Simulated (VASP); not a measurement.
# Pt (Fm-3m) in VASP: further runs, part 2 of 2

VASP 6.6.1.

## (3) Single point, PBEsol

INCAR

```
SYSTEM = Pt
PREC = Accurate ; ENCUT = 500
EDIFF = 1E-6 ; ISMEAR = -1
SIGMA = 0.05 ; LREAL = .FALSE.
LASPH = .TRUE. ; NELM = 120
ALGO = Normal ; ISIF = 2
LWAVE = .FALSE. ; LCHARG = .FALSE.
GGA = PS ; NBANDS = 11
GGA_COMPAT = .FALSE.
```

KPOINTS

```
Automatic mesh
0
G
  14 14 14
  0 0 0
```

POSCAR

```
Pt
1.0
    0.0000000000      1.9589105856      1.9589105856
    1.9589105856      0.0000000000      1.9589105856
    1.9589105856      1.9589105856      0.0000000000
Pt
1
Direct
    0.0000000000      0.0000000000      0.0000000000
```

Potentials or basis: VASP PAW PBE potentials, release 64 (Pt).

Run with:

```
$ cat potpaw_PBE.64/Pt/POTCAR > POTCAR
$ mpirun -np 1 vasp_std > vasp.out
```

OUTCAR:

```text
SYSTEM = Pt
   PREC = Accurate
   ENCUT = 500
   EDIFF = 1E-6
   ISMEAR = -1
   LREAL = .FALSE.
   LASPH = .TRUE.
   NELM = 120
   ISIF = 2
   GGA = PS

 ion  position               nearest neighbor table
   1  0.000  0.000  0.000-

  LATTYP: Found a face centered cubic cell.
 ALAT       =     3.9178211712

  Lattice vectors:

 A1 = (   0.0000000000,   1.9589105856,   1.9589105856)
 A2 = (   1.9589105856,   0.0000000000,   1.9589105856)
 A3 = (   1.9589105856,   1.9589105856,   0.0000000000)

Analysis of symmetry for initial positions (statically):
=====================================================================
 Subroutine PRICEL returns:
 Original cell was already a primitive cell.

 Routine SETGRP: Setting up the symmetry group for a
 face centered cubic supercell.

 Subroutine GETGRP returns: Found 48 space group operations
 (whereof 48 operations were pure point group operations)
 out of a pool of 48 trial point group operations.

The static configuration has the point symmetry O_h .

Analysis of symmetry for dynamics (positions and initial velocities):
=====================================================================
 Subroutine PRICEL returns:
 Original cell was already a primitive cell.

 Routine SETGRP: Setting up the symmetry group for a
 face centered cubic supercell.

 Subroutine GETGRP returns: Found 48 space group operations
 (whereof 48 operations were pure point group operations)
 out of a pool of 48 trial point group operations.

The dynamic configuration has the point symmetry O_h .

 Subroutine INISYM returns: Found 48 space group operations
 (whereof 48 operations are pure point group operations),
 and found     1 'primitive' translations

----------------------------------------------------------------------------------------

                                     Primitive cell

  volume of cell :      15.0340

  direct lattice vectors                    reciprocal lattice vectors
     0.000000000  1.958910586  1.958910586    -0.255243911  0.255243911  0.255243911
     1.958910586  0.000000000  1.958910586     0.255243911 -0.255243911  0.255243911
     1.958910586  1.958910586  0.000000000     0.255243911  0.255243911 -0.255243911

  length of vectors
     2.770317918  2.770317918  2.770317918     0.442095423  0.442095423  0.442095423

  position of ions in fractional coordinates (direct lattice)
     0.000000000  0.000000000  0.000000000

  ion indices of the primitive-cell ions
   primitive index   ion index
                 1           1

----------------------------------------------------------------------------------------

 KPOINTS: Automatic mesh

Automatic generation of k-mesh.
 Grid dimensions read from file:
 generate k-points for:   14   14   14

 Generating k-lattice:

  Cartesian coordinates                     Fractional coordinates (reciprocal lattice)
    -0.018231708  0.018231708  0.018231708     0.071428571  0.000000000  0.000000000
     0.018231708 -0.018231708  0.018231708     0.000000000  0.071428571  0.000000000
     0.018231708  0.018231708 -0.018231708     0.000000000  0.000000000  0.071428571

  Length of vectors
     0.031578244  0.031578244  0.031578244

  Shift w.r.t. Gamma in fractional coordinates (k-lattice)
     0.000000000  0.000000000  0.000000000

 Subroutine IBZKPT returns following result:
 ===========================================

 Found    104 irreducible k-points:

 Following reciprocal coordinates:
            Coordinates               Weight
  0.000000  0.000000  0.000000      1.000000
  0.071429  0.000000  0.000000      8.000000
  0.142857  0.000000  0.000000      8.000000
  0.214286  0.000000  0.000000      8.000000
  0.285714  0.000000  0.000000      8.000000
  0.357143  0.000000  0.000000      8.000000
[... 16 lines left out ...]
  0.214286  0.142857  0.000000     24.000000
  0.285714  0.142857  0.000000     24.000000
 [... further k-points ...]
   k-points           NKPTS =    104   k-points in BZ     NKDIM =    104   number of bands    NBANDS=     11
   number of dos      NEDOS =    301   number of ions     NIONS =      1
   total plane-waves  NPLWV =   8000
   dimension x,y,z NGX =    20 NGY =   20 NGZ =   20
   dimension x,y,z NGXF=    40 NGYF=   40 NGZF=   40
   ions per type =               1
   NGX,Y,Z   is equivalent  to a cutoff of  12.00, 12.00, 12.00 a.u.
   NGXF,Y,Z  is equivalent  to a cutoff of  24.00, 24.00, 24.00 a.u.
 SYSTEM =  Pt
   PREC   = accura    normal or accurate (medium, high low for compatibility)
   ISTART =      0    job   : 0-new  1-cont  2-samecut
   ICHARG =      2    charge: 1-file 2-atom 10-const
   ISPIN  =      1    spin polarized calculation?
   LNONCOLLINEAR =      F non collinear calculations
   LSORBIT =      F    spin-orbit coupling
   LASPH  =      T    aspherical Exc in radial PAW
   ENCUT  =  500.0 eV  36.75 Ry    6.06 a.u.   5.05  5.05  5.05*2*pi/ulx,y,z
   NELM   =    120;   NELMIN=  2; NELMDL= -5     # of ELM steps
   EDIFF  = 0.1E-05   stopping-criterion for ELM
   LREAL  =      F    real-space projection
   EDIFFG = 0.1E-04   stopping-criterion for IOM
   NSW    =      0    number of steps for IOM
   IBRION =     -1    ionic relax: 0-MD 1-quasi-New 2-CG
   NFREE  =      0    steps in history (QN), initial steepest desc. (CG)
   ISIF   =      2    stress and relaxation
   ISYM   =      2    0-nonsym 1-usesym 2-fastsym
   POTIM  = 0.5000    time-step for ionic-motion
   TEBEG  =    0.0;   TEEND  =   0.0 temperature during run
   PSTRESS=    0.0 pullay stress
   NELECT =      10.0000    total number of electrons
   NUPDOWN=      -1.0000    fix difference up-down
   EMIN   =  10.00;   EMAX   =-10.00  energy-range for DOS
   EFERMI =   0.00;   METHOD = LEGACY
   ISMEAR =    -1;   SIGMA  =   0.05  broadening in eV -4-tet -1-fermi 0-gaus
   EFERMI_NEDOS =   21; number of points for ismear=-14 and -15
   IALGO  =     38    algorithm
   IMIX   =      4    mixing-type and parameters
     AMIX     =   0.40;   BMIX     =  1.00
     AMIX_MAG =   1.60;   BMIX_MAG =  1.00
  volume/ion in A,a.u.               =      15.03       101.45
  Fermi-wavevector in a.u.,A,eV,Ry     =   1.429059  2.700530 27.785956  2.042210
  Thomas-Fermi vector in A             =   2.549054
   LORBIT       =      0    0 simple, 1 ext, 2 COOP (PROOUT), +10 PAW based schemes
   GGA     = PS    functional components
   LHFCALC =     F    Hartree Fock is set to
   AEXX    =    0.0000 exact exchange contribution
   IVDW    =     0    specifies the selected vdW correction
   LEPSILON=     F    determine dielectric tensor
   LRPA    =     F    only Hartree local field effects (RPA)
 non-spin polarized calculation
  energy-cutoff  :      500.00
  volume of cell :       15.03
 maximum number of plane-waves:       392
   NGX = 11   NGY = 11   NGZ = 11

 number of electron      10.0000001 magnetization

 Free energy of the ion-electron system (eV)
  ---------------------------------------------------
  ext. energy  EPLUGINS =         0.00000000
  ---------------------------------------------------
  free energy    TOTEN  =        -6.97793138 eV

  energy without entropy =       -6.96426438  energy(sigma->0) =       -6.97109788

 E-fermi :  11.1468     XC(G=0): -13.6464

 val. band max:       11.1314228785   @ k =   0.5000   0.3571   0.0714
 cond. band min:      11.1621857208   @ k =   0.4286   0.1429   0.0000
 fundamental gap:      0.0307628423
 Fermi energy:        11.1468234801

 k-point     1 :       0.0000    0.0000    0.0000
  band No.  band energies     occupation
      1       0.8251      2.00000
      2       7.3316      2.00000
      3       7.3316      2.00000
      4       7.3316      2.00000
      5       9.5238      2.00000
      6       9.5238      2.00000
      7      25.7703      0.00000
      8      30.7483      0.00000
      9      30.7483      0.00000
     10      30.7483      0.00000
     11      36.0582      0.00000

 k-point     2 :       0.0714    0.0000    0.0000
  band No.  band energies     occupation
      1       1.0306      2.00000
      2       7.2397      2.00000
      3       7.4130      2.00000
      4       7.4130      2.00000
      5       9.4786      2.00000
      6       9.4786      2.00000
      7      26.0903      0.00000
      8      29.7103      0.00000
      9      31.0654      0.00000
     10      31.0654      0.00000
     11      37.1770      0.00000
[... 295 lines left out ...]
 k-point    24 :       0.2857    0.1429    0.0000
  band No.  band energies     occupation
      1       3.3719      2.00000
      2       6.2510      2.00000
      3       7.6838      2.00000
      4       8.2667      2.00000
      5       9.3998      2.00000
      6      10.2966      2.00000
      7      25.3688      0.00000
      8      28.4808      0.00000
      9      30.0531      0.00000
     10      31.4128      0.00000
     11      35.4252      0.00000

 [... further k-points ...]
[... 5 lines left out ...]
  --------------------------------------------------------------------------------------
  -------------------------------------------------------------------------------------
  Total       -0.0394250     -0.0394250     -0.0394250      0.0000000      0.0000000      0.0000000
  in kB       -4.2015358     -4.2015358     -4.2015358      0.0000000      0.0000000      0.0000000
  external PRESSURE =      -4.2015358 kB  Pullay stress =       0.0000000 kB

 VOLUME and BASIS-vectors are now :
 -----------------------------------------------------------------------------
  energy-cutoff  :      500.00
  volume of cell :       15.03
      direct lattice vectors                 reciprocal lattice vectors
     0.000000000  1.958910586  1.958910586    -0.255243911  0.255243911  0.255243911
     1.958910586  0.000000000  1.958910586     0.255243911 -0.255243911  0.255243911
     1.958910586  1.958910586  0.000000000     0.255243911  0.255243911 -0.255243911

 POSITION                                       TOTAL-FORCE (eV/Angst)
 -----------------------------------------------------------------------------------
      0.00000      0.00000      0.00000         0.000000      0.000000     -0.000000
 -----------------------------------------------------------------------------------
    total drift:                                0.000000     -0.000000     -0.000000

  FREE ENERGIE OF THE ION-ELECTRON SYSTEM (eV)
  ---------------------------------------------------
  free  energy   TOTEN  =        -6.9779313832 eV

  energy  without entropy=       -6.9642643803  energy(sigma->0) =       -6.97109788
```

It took 16 s on 1 thread of Intel Xeon Platinum 8259CL at 2.50GHz (Skylake/Cascade Lake), shared host; peak memory 0.14 GiB.

Results:

- Free energy: -6.9779 eV
- Pressure: -0.4 GPa
- Band gap on the k mesh: zero (band 5 reaches 11.66 eV, above the bottom of band 6 at 9.41 eV)

Levels at points of the mesh, in eV from the Fermi level:
```tsv
k point	band 3	band 4	band 5	band 6	band 7	band 8
(0.00, 0.00, 0.00)	-3.82	-3.82	-1.62	-1.62	14.62	19.60
(0.50, 0.00, 0.00)	-3.87	-0.55	0.06	0.06	5.84	14.18
(0.50, 0.50, 0.00)	0.03	0.51	0.51	1.71	8.87	11.35
```

Caveat: the PAW data sets were made with another functional, which shifts forces and pressure a little; spin-orbit coupling is left out, which moves the levels of the heavy elements.

## (4) Relaxation of cell and atoms, PBEsol

This run uses another cell than the first one, of 15.08 Å³/atom, 1.003 times its volume.

INCAR

```
SYSTEM = Pt
  PREC = Accurate
  ENCUT = 500
  EDIFF = 1E-7
  ISMEAR = -1
  SIGMA = 0.05
  LREAL = .False.
  LASPH = .True.
  NELM = 120
  ALGO = Normal
  ISIF = 3
  LWAVE = .False.
  LCHARG = .False.
  GGA = PS
  IBRION = 2
  NSW = 100
  EDIFFG = -0.005
  GGA_COMPAT = .False.
  NELMIN = 4
```

KPOINTS

```
regular mesh
0
Gamma
  14 14 14
  0 0 0
```

POSCAR

```
Pt
1.0
    0.0000000000      1.9609000000      1.9609000000
    1.9609000000      0.0000000000      1.9609000000
    1.9609000000      1.9609000000      0.0000000000
Pt
1
Direct
    0.0000000000      0.0000000000      0.0000000000
```

Run with:

```
$ cat potpaw_PBE.64/Pt/POTCAR > POTCAR
$ mpirun -np 1 vasp_std > vasp.out
```

Run time: 24 s. Hardware: 1 thread of Intel Xeon Platinum 8259CL at 2.50GHz (Skylake/Cascade Lake), shared host; peak memory 0.14 GiB.

Results (log left out):

| Property | Result |
| --- | --- |
| Free energy | -6.9780 eV |
| Relaxed volume | 15.01 Å³/atom |
| Relaxed cell | a = 2.769 Å, b = 2.769 Å, c = 2.769 Å, α = 60.00°, β = 60.00°, γ = 60.00° |
| Space group after relaxing (to 0.05 Å) | Fm-3m (No. 225) |
| Energy gained by relaxing | 0.3 meV/atom |
| Ionic steps | 3 |
| Pressure after relaxing | 0.0 GPa |
| Band gap on the k mesh | zero (band 5 reaches 11.69 eV, above the bottom of band 6 at 9.44 eV) |

Step by step:
| step | energy change (eV) | largest force (eV/Å) | pressure (GPa) | volume (Å³) |
| --- | --- | --- | --- | --- |
| 1 | 0.0000 | 0.0000 | -1.29 | 15.08 |
| 2 | 0.0021 | 0.0000 | 3.94 | 14.82 |
| 3 | -0.0003 | 0.0000 | 0.00 | 15.01 |

Final structure:
```cif
data_structure
_symmetry_space_group_name_H-M 'P 1'
_symmetry_Int_Tables_number 1
_cell_length_a 2.7690
_cell_length_b 2.7690
_cell_length_c 2.7690
_cell_angle_alpha 60.000
_cell_angle_beta 60.000
_cell_angle_gamma 60.000
_cell_volume 15.01
loop_
_atom_site_label
_atom_site_type_symbol
_atom_site_fract_x
_atom_site_fract_y
_atom_site_fract_z
_atom_site_occupancy
Pt1 Pt 0.00000 0.00000 0.00000 1
```

Levels at points of the mesh, in eV from the Fermi level:
```tsv
k point	band 2	band 3	band 4	band 5	band 6	band 7	band 8	band 9
(0.00, 0.00, 0.00)	-3.82	-3.82	-3.82	-1.63	-1.63	14.62	19.61	19.61
(0.50, 0.00, 0.00)	-3.88	-3.88	-0.56	0.06	0.06	5.85	14.18	18.98
(0.50, 0.50, 0.00)	-6.69	0.03	0.51	0.51	1.71	8.89	11.36	11.36
```

Caveat: the PAW data sets were made with another functional, which shifts forces and pressure a little; spin-orbit coupling is left out, which moves the levels of the heavy elements.
